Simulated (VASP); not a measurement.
## TePb: relaxation of cell and atoms with LDA

The system is TePb.

```
Te Pb
1.0
     0.00000    3.19090    3.19090
     3.19090    0.00000    3.19090
     3.19090    3.19090    0.00000
Te Pb
1 1
Direct
  0.50000 0.50000 0.50000
  0.00000 0.00000 0.00000
```

```json
{
 "Program": "VASP 6.6.1",
 "Task": "relaxation of cell and atoms",
 "Functional": "LDA",
 "Potentials or basis": "VASP PAW LDA potentials, release 64 (Te, Pb_d)",
 "Cutoff": "600 eV",
 "k mesh": "6 × 6 × 6",
 "Occupations": "gaussian, width 0.01 eV",
 "Spin": "no spin polarisation",
 "Target pressure": "1 GPa",
 "Dipole correction": "no",
 "Further INCAR settings": "ALGO = Normal; EDIFF = 1e-07; IBRION = 2; EDIFFG = -0.002; NSW = 100; ISIF = 3"
}
```

- Relaxed volume: 31.93 Å³/atom
- Relaxed cell: a = 4.486 Å, b = 4.486 Å, c = 4.486 Å, α = 60.00°, β = 60.00°, γ = 60.00°
- Space group after relaxing (to 0.05 Å): Fm-3m (No. 225)
- Energy change on relaxing (the enthalpy is what falls): +1.9 meV/atom
- Ionic steps: 3
- Pressure after relaxing: 1.0 GPa
- Band gap on the k mesh: 0.51 eV, direct

The path:
```csv
step,energy change (eV),largest force (eV/Å),pressure (GPa),volume (Å³)
1,0.0000,0.0000,0.09,64.98
2,0.0085,0.0000,1.52,63.26
3,0.0038,0.0000,0.99,63.86
```

Final structure:
```xyz
2
Lattice="0.0000 3.1724 3.1724 3.1724 0.0000 3.1724 3.1724 3.1724 0.0000" Properties=species:S:1:pos:R:3 pbc="T T T"
Te    3.1724    3.1724    3.1724
Pb    0.0000    0.0000    0.0000
```

Levels at points of the mesh, in eV from the valence-band top:
```
           k point  band 8  band 9  band 10  band 11  band 12  band 13
(0.00, 0.00, 0.00)   -1.57   -1.57    -1.57     4.03     4.03     4.03
(0.50, 0.00, 0.00)   -1.06   -1.06     0.00     0.51     1.05     1.05
(0.50, 0.50, 0.00)   -4.98   -3.15    -3.15     3.00     5.57     5.57
```

Wall time 18 s on 1 thread of Intel(R) Xeon(R) 6975P-C (Granite Rapids) (shared host), peak memory 0.17 GiB.

Caveat: the cell is relaxed towards a set pressure, so the enthalpy falls and the energy may rise; spin-orbit coupling is left out, which moves the levels of the heavy elements. A k mesh can miss the band edges.
